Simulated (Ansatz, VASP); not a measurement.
# Sb3S2 in VASP and in Ansatz

INCAR

```
PREC = Accurate
ENCUT = 520
EDIFF = 1E-6
ISMEAR = 0
SIGMA = 0.1
LREAL = False
LASPH = True
NELM = 100
ALGO = Normal
ISIF = 2
LWAVE = False
LCHARG = False
GGA = PE
NBANDS = 22
```

The input KPOINTS:

```
Automatic mesh
0
Gamma
  3 3 3
```

The input POSCAR:

```
Sb3S2
1.0
    3.3163399400      1.9146897600      3.9771875900
   -3.3163399400      1.9146897600      3.9771875900
    0.0000000000     -3.8293795200      3.9771875900
Sb S
3 2
Direct
    0.5000000000      0.5000000000      0.0000000000
    0.0000000000      0.5000000000      0.5000000000
    0.5000000000      0.0000000000      0.5000000000
    0.0762349900      0.0762349900      0.0762349900
    0.9237650100      0.9237650100      0.9237650100
```

Input for Ansatz:

```yaml
crystal:
  lattice:
    - [3.31633994, 1.91468976, 3.97718759]
    - [-3.31633994, 1.91468976, 3.97718759]
    - [0.0, -3.82937952, 3.97718759]
  atoms:
    - { symbol: Sb, position: [0.5, 0.5, 0.0] }
    - { symbol: Sb, position: [0.0, 0.5, 0.5] }
    - { symbol: Sb, position: [0.5, 0.0, 0.5] }
    - { symbol: S, position: [0.07623499, 0.07623499, 0.07623499] }
    - { symbol: S, position: [0.92376501, 0.92376501, 0.92376501] }
basis:
  ecutwfc: 420
kpoints:
  mp_grid: { grid: [3, 3, 3] }
hamiltonian:
  xc: pbe
scf:
  occupations: { method: gaussian, width: 0.1 }
  lower_state_search: "off"
output:
  forces: true
  stress: true
  eigenvalues: true
```

Alike in both runs: task single point; functional PBE; k mesh 3 × 3 × 3; occupations gaussian, width 0.1 eV; no spin polarisation.

```csv
,VASP,Ansatz
version,VASP 6.6.1,Ansatz 0.2.0
potentials or method,"VASP PAW PBE potentials, release 64 (Sb, S), cutoff 520 eV","scalar-relativistic, plane waves, PAW"
valence electrons in the cell,27,57
```

VASP gave:

```
gap on the k mesh at the Fermi level (eV)                     : none
pressure (GPa)                                                : -2.2
traceless stress, the component that is largest in VASP (GPa) : 7.09
rms of the force components (eV/Å)                            : 1.515
```

Task: What did Ansatz give for the same quantities?

Result: gap on the k mesh at the Fermi level (eV): none; pressure (GPa): -1.8; traceless stress, the component that is largest in VASP (GPa): 7.49; rms of the force components (eV/Å): 1.648.

Atom by atom the forces differ by 0.132 eV/Å (rms over components). A gap of «none» marks a metal or a gap that the smearing closes. VASP's potentials hold 27 valence electrons a cell and Ansatz's 57, so a difference there can come from the potentials and not from the codes.

The k mesh is coarse, so the values compare programs but aren't converged. Neither program's run includes spin-orbit coupling.
